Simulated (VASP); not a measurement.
A run of VASP 6.6.1:

Contents of INCAR:

```
SYSTEM = Ta
  PREC = Accurate
  ENCUT = 520
  EDIFF = 1E-6
  ISMEAR = 0
  SIGMA = 0.15
  LREAL = .False.
  LASPH = .True.
  NELM = 100
  ALGO = Normal
  ISIF = 2
  LWAVE = .False.
  LCHARG = .False.
  GGA = PE
  NBANDS = 12
```

The input KPOINTS:

```
Automatic mesh
0
Gamma
  20 20 20
  0 0 0
```

The input POSCAR:

```
Ta
1.0
   -1.6370582302      1.6370582302      1.6370582302
    1.6370582302     -1.6370582302      1.6370582302
    1.6370582302      1.6370582302     -1.6370582302
Ta
1
Direct
    0.0000000000      0.0000000000      0.0000000000
```

Potentials or basis: VASP PAW PBE potentials, release 64 (Ta_pv).

Run with:

```console
$ cat potpaw_PBE.64/Ta_pv/POTCAR > POTCAR
$ mpirun -np 1 vasp_std > vasp.out
```

Hardware: 1 thread of Intel Xeon 8259CL, with other jobs on the host.

Problem. How long does it take, and how much memory?

Solution. Run time: 53 s on 1 thread of Intel Xeon 8259CL (shared host), peak memory 0.18 GiB. Counts: scf iterations 11, k points 256.
